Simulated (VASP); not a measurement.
# C (C2/m) in VASP: single point with PBE

Aim: the single point of C with PBE.

All numbers are computed with VASP 6.6.1; they aren't measurements. Logs are shortened: lines on timing, memory, paths and dates and some standing lists are left out, and cuts for length are marked.

### Step 1. The cell of the first run

It takes space group C2/m (No. 12, monoclinic). The conventional cell has a = 4.365 Å, b = 2.487 Å, c = 3.997 Å, α = 90.00°, β = 120.83°, γ = 90.00°. C (site symmetry m) has 3 C at 1.35 to 1.62 Å within 1.8 Å.

### Step 2. Single point, PBE (strained and its atoms moved)

File INCAR:

```
SYSTEM = C
PREC     = Accurate       ! precision mode
ENCUT    = 520            ! plane-wave cutoff, eV
EDIFF    = 1E-7           ! SCF threshold, eV
ISMEAR   = 0              ! smearing method
SIGMA    = 0.02           ! smearing width, eV
LREAL    = .False.        ! projectors in reciprocal space
LASPH    = .True.         ! aspherical terms in the spheres
NELM     = 60             ! most SCF steps
ALGO     = Normal         ! electronic algorithm
ISIF     = 2              ! what is computed and relaxed
LWAVE    = .False.        ! write WAVECAR
LCHARG   = .False.        ! write CHGCAR
GGA      = PE             ! functional
NBANDS   = 11             ! bands
```

File KPOINTS:

```
regular mesh
0
Gamma
  14 14 14
  0 0 0
```

File POSCAR:

```
C
1.0
    0.0000000000      2.1150016800      3.3912692400
    1.2432763200     -0.0669600000      3.4338092400
    1.2432763200      2.1819616800     -0.0425400000
C
2
Direct
    0.1085595508      0.8233034664      0.1766965336
    0.8914404492      0.1766965336      0.8233034664
```

Potentials or basis: VASP PAW PBE potentials, release 64 (C).

Command:

```console
> cat potpaw_PBE.64/C/POTCAR > POTCAR
> mpirun -np 1 vasp_std > vasp.out
```

OUTCAR:

```text
SYSTEM = C
   PREC = Accurate
   ENCUT = 520
   EDIFF = 1E-7
   ISMEAR = 0
   LREAL = .False.
   LASPH = .True.
   NELM = 60
   ISIF = 2
   GGA = PE

 ion  position               nearest neighbor table
   1  0.109  0.823  0.177-   2 1.35   2 1.62   2 1.62
   2  0.891  0.177  0.823-   1 1.35   1 1.62   1 1.62

  LATTYP: Found a base centered monoclinic cell.
 ALAT       =     4.3647526503
 B/A-ratio  =     0.5696892445
 C/A-ratio  =     0.9156855813
 COS(beta)  =    -0.5125414530

  Lattice vectors:

 A1 = (  -1.2432763200,  -2.1819616800,   0.0425400000)
 A2 = (   1.2432763200,  -2.1819616800,   0.0425400000)
 A3 = (   0.0000000000,   2.1150016800,   3.3912692400)

Analysis of symmetry for initial positions (statically):
=====================================================================
 Subroutine PRICEL returns:
 Original cell was already a primitive cell.

 Routine SETGRP: Setting up the symmetry group for a
 base centered monoclinic supercell.

 Subroutine GETGRP returns: Found  4 space group operations
 (whereof  4 operations were pure point group operations)
 out of a pool of  4 trial point group operations.

The static configuration has the point symmetry C_2h.

Analysis of symmetry for dynamics (positions and initial velocities):
=====================================================================
 Subroutine PRICEL returns:
 Original cell was already a primitive cell.

 Routine SETGRP: Setting up the symmetry group for a
 base centered monoclinic supercell.

 Subroutine GETGRP returns: Found  4 space group operations
 (whereof  4 operations were pure point group operations)
 out of a pool of  4 trial point group operations.

The dynamic configuration has the point symmetry C_2h.

 Subroutine INISYM returns: Found  4 space group operations
 (whereof  4 operations are pure point group operations),
 and found     1 'primitive' translations

----------------------------------------------------------------------------------------

                                     Primitive cell

  volume of cell :      18.6233

  direct lattice vectors                    reciprocal lattice vectors
     0.000000000  2.115001680  3.391269240    -0.402163213  0.232078689  0.150136467
     1.243276320 -0.066960000  3.433809240     0.402163213 -0.226398806  0.141196060
     1.243276320  2.181961680 -0.042540000     0.402163213  0.226398806 -0.141196060

  length of vectors
     3.996741068  3.652569718  2.511673234     0.487992548  0.482626146  0.482626146

[... 88 lines left out ...]
   POTIM  = 0.5000    time-step for ionic-motion
   TEBEG  =    0.0;   TEEND  =   0.0 temperature during run
   PSTRESS=    0.0 pullay stress
   NELECT =       8.0000    total number of electrons
   NUPDOWN=      -1.0000    fix difference up-down
   EMIN   =  10.00;   EMAX   =-10.00  energy-range for DOS
   EFERMI =   0.00;   METHOD = LEGACY
   ISMEAR =     0;   SIGMA  =   0.02  broadening in eV -4-tet -1-fermi 0-gaus
   EFERMI_NEDOS =   21; number of points for ismear=-14 and -15
   IALGO  =     38    algorithm
   IMIX   =      4    mixing-type and parameters
     AMIX     =   0.40;   BMIX     =  1.00
     AMIX_MAG =   1.60;   BMIX_MAG =  1.00
  volume/ion in A,a.u.               =       9.31        62.84
  Fermi-wavevector in a.u.,A,eV,Ry     =   1.235244  2.334273 20.760160  1.525829
  Thomas-Fermi vector in A             =   2.369902
   LORBIT       =      0    0 simple, 1 ext, 2 COOP (PROOUT), +10 PAW based schemes
   GGA     = PE    functional components
   LHFCALC =     F    Hartree Fock is set to
   AEXX    =    0.0000 exact exchange contribution
   IVDW    =     0    specifies the selected vdW correction
   LEPSILON=     F    determine dielectric tensor
   LRPA    =     F    only Hartree local field effects (RPA)
 non-spin polarized calculation
 Gauss-broadening in eV      SIGMA  =   0.02
  energy-cutoff  :      520.00
  volume of cell :       18.62
 maximum number of plane-waves:       516
 NGX is ok and might be reduce to    30
   NGX = 15   NGY = 13   NGZ =  9

 number of electron       8.0000000 magnetization

 Free energy of the ion-electron system (eV)
  ---------------------------------------------------
  ext. energy  EPLUGINS =         0.00000000
  ---------------------------------------------------
  free energy    TOTEN  =       -16.01063026 eV

  energy without entropy =      -16.01061079  energy(sigma->0) =      -16.01062052

 E-fermi :   3.8053     XC(G=0): -10.3400

 val. band max:        3.7976463561   @ k =  -0.4286   0.0000   0.4286
 cond. band min:       3.8327074821   @ k =   0.1429  -0.4286   0.3571
 fundamental gap:      0.0350611260
 Fermi energy:         3.8052975002

 k-point     1 :       0.0000    0.0000    0.0000
  band No.  band energies     occupation
      1     -14.6844      2.00000
      2      -1.6632      2.00000
      3       0.5325      2.00000
      4       5.1035      0.00000
      5       5.3509      0.00000
      6       9.2469      0.00000
      7      13.3304      0.00000
      8      16.5807      0.00000
      9      17.5163      0.00000
     10      26.2144      0.00000
     11      27.6770      0.00000
[... 309 lines left out ...]
 k-point    24 :       0.0714    0.1429   -0.0000
  band No.  band energies     occupation
      1     -14.5341      2.00000
      2      -1.8788      2.00000
      3       0.3136      2.00000
      4       4.4411      0.00000
      5       5.9650      0.00000
      6       9.4128      0.00000
      7      13.6983      0.00000
      8      16.7447      0.00000
      9      17.2478      0.00000
     10      25.8157      0.00000
     11      27.4042      0.00000

 [... further k-points ...]

------------------------ aborting loop because EDIFF is reached ----------------------------------------

  FORCE on cell =-STRESS in cart. coord.  units (eV):
  Direction    XX          YY          ZZ          XY          YZ          ZX
  --------------------------------------------------------------------------------------
  -------------------------------------------------------------------------------------
  Total       -0.2525861      0.1187820     -2.6562754      0.0000000     -2.8417807      0.0000000
  in kB      -21.7302276     10.2189300   -228.5219297      0.0000000   -244.4811259      0.0000000
  external PRESSURE =     -80.0110757 kB  Pullay stress =       0.0000000 kB

 VOLUME and BASIS-vectors are now :
 -----------------------------------------------------------------------------
  energy-cutoff  :      520.00
  volume of cell :       18.62
      direct lattice vectors                 reciprocal lattice vectors
     0.000000000  2.115001680  3.391269240    -0.402163213  0.232078689  0.150136467
     1.243276320 -0.066960000  3.433809240     0.402163213 -0.226398806  0.141196060
     1.243276320  2.181961680 -0.042540000     0.402163213  0.226398806 -0.141196060

 POSITION                                       TOTAL-FORCE (eV/Angst)
 -----------------------------------------------------------------------------------
      1.24328      0.56002      3.18771         0.000000      6.208118      6.047161
      1.24328      3.66998      3.59483         0.000000     -6.208118     -6.047161
 -----------------------------------------------------------------------------------
    total drift:                               -0.000000     -0.000000     -0.000000

  FREE ENERGIE OF THE ION-ELECTRON SYSTEM (eV)
  ---------------------------------------------------
  free  energy   TOTEN  =       -16.0106302551 eV

  energy  without entropy=      -16.0106107852  energy(sigma->0) =      -16.01062052
```

OSZICAR:

```text
N       E                     dE             d eps       ncg     rms          rms(c)
DAV:   1     0.149761859850E+01    0.14976E+01   -0.39442E+03 16654   0.640E+02
DAV:   2    -0.163263480806E+02   -0.17824E+02   -0.16941E+02 21553   0.109E+02
DAV:   3    -0.168050964068E+02   -0.47875E+00   -0.47581E+00 20142   0.142E+01
DAV:   4    -0.168069603401E+02   -0.18639E-02   -0.18636E-02 18586   0.112E+00
DAV:   5    -0.168069674082E+02   -0.70682E-05   -0.70682E-05 20359   0.639E-02    0.542E+00
DAV:   6    -0.161830149654E+02    0.62395E+00   -0.57607E-01 18537   0.457E+00    0.303E+00
DAV:   7    -0.160083122577E+02    0.17470E+00   -0.53401E-01 19441   0.453E+00    0.850E-01
DAV:   8    -0.160103959381E+02   -0.20837E-02   -0.11927E-02 18143   0.835E-01    0.236E-01
DAV:   9    -0.160105934941E+02   -0.19756E-03   -0.57006E-04 19228   0.169E-01    0.372E-02
DAV:  10    -0.160106182300E+02   -0.24736E-04   -0.37607E-05 19036   0.465E-02    0.132E-02
DAV:  11    -0.160106299828E+02   -0.11753E-04   -0.13427E-05 18411   0.264E-02    0.407E-03
DAV:  12    -0.160106302727E+02   -0.28987E-06   -0.80759E-07 19661   0.689E-03    0.549E-04
DAV:  13    -0.160106302551E+02    0.17556E-07   -0.32922E-08 12198   0.134E-03
   1 F= -.16010630E+02 E0= -.16010621E+02  d E =-.194699E-04
```

Run time: 69 s. Hardware: 1 thread of Intel Xeon 6975P-C (Granite Rapids), shared host; peak memory 0.23 GiB.

Results:

```yaml
Free_energy: -16.0106 eV
Pressure: -8.0 GPa
Largest_force: 8.667 eV/Å
Band_gap_on_the_k_mesh: zero (bands 4 and 5 overlap by 2.44 eV)
```

Forces in eV/Å, atoms in the order of the input:
```
C    0.000  6.208  6.047
C    0.000 -6.208 -6.047
```

Levels at points of the mesh, in eV from the Fermi level:
| k point | band 2 | band 3 | band 4 | band 5 | band 6 | band 7 |
| --- | --- | --- | --- | --- | --- | --- |
| (0.00, 0.00, 0.00) | -5.47 | -3.27 | 1.30 | 1.55 | 5.44 | 9.53 |
| (0.50, 0.00, 0.00) | -10.95 | -4.63 | -2.14 | 0.79 | 5.76 | 13.33 |
| (0.00, 0.50, 0.00) | -10.98 | -4.56 | -2.63 | 2.56 | 5.71 | 8.89 |
| (0.50, 0.50, 0.00) | -7.80 | -3.17 | 1.25 | 5.36 | 6.69 | 9.06 |
| (0.50, 0.00, 0.50) | -12.55 | -3.46 | -0.53 | 0.14 | 8.44 | 11.08 |
| (0.00, 0.50, 0.50) | -12.31 | -3.55 | -1.87 | -1.14 | 8.39 | 13.45 |

Caveat: the cell differs from its parent crystal (strained and its atoms moved); the cell stands under tension; this functional lacks dispersion, which binds the layers, so the pressure and a relaxed spacing across them are unreliable; forces of over 1 eV/Å act on the atoms, so gaps and moduli don't describe the material at rest.
